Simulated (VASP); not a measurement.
## Hf: single point with LDA

Crystal: Hf.

```
CELL_PARAMETERS angstrom
-1.76815 1.76815 1.76815
1.76815 -1.76815 1.76815
1.76815 1.76815 -1.76815
ATOMIC_POSITIONS crystal
Hf 0.00000 0.00000 0.00000
```

This cell differs from its parent crystal: volume scaled by 0.94.

| Quantity | Value |
| --- | --- |
| Program | VASP 6.6.1 |
| Task | single point |
| Functional | LDA |
| Potentials or basis | VASP PAW LDA potentials, release 64 (Hf_pv) |
| Cutoff | 520 eV |
| k mesh | 10 × 10 × 10 |
| Occupations | fermi-dirac, width 0.05 eV |
| Spin | no spin polarisation |

```yaml
Pressure: -7.8 GPa
Band_gap_on_the_k_mesh: zero (band 5 reaches 5.98 eV, above the bottom of band 6 at 3.76 eV)
```

Levels at points of the mesh, in eV from the Fermi level:
| k point | band 3 | band 4 | band 5 | band 6 | band 7 | band 8 |
| --- | --- | --- | --- | --- | --- | --- |
| (0.00, 0.00, 0.00) | -29.64 | -7.03 | 1.43 | 1.43 | 1.43 | 4.26 |
| (0.50, 0.00, 0.00) | -29.65 | -3.42 | -0.59 | 1.24 | 4.08 | 5.09 |
| (0.50, 0.50, 0.50) | -30.25 | -2.64 | -2.64 | 6.77 | 6.77 | 6.77 |

Run time: 15 s on 1 thread of Intel Xeon 8259CL, on a shared host, peak memory 0.13 GiB.

Caveat: spin-orbit coupling is left out, which moves the levels of the heavy elements.
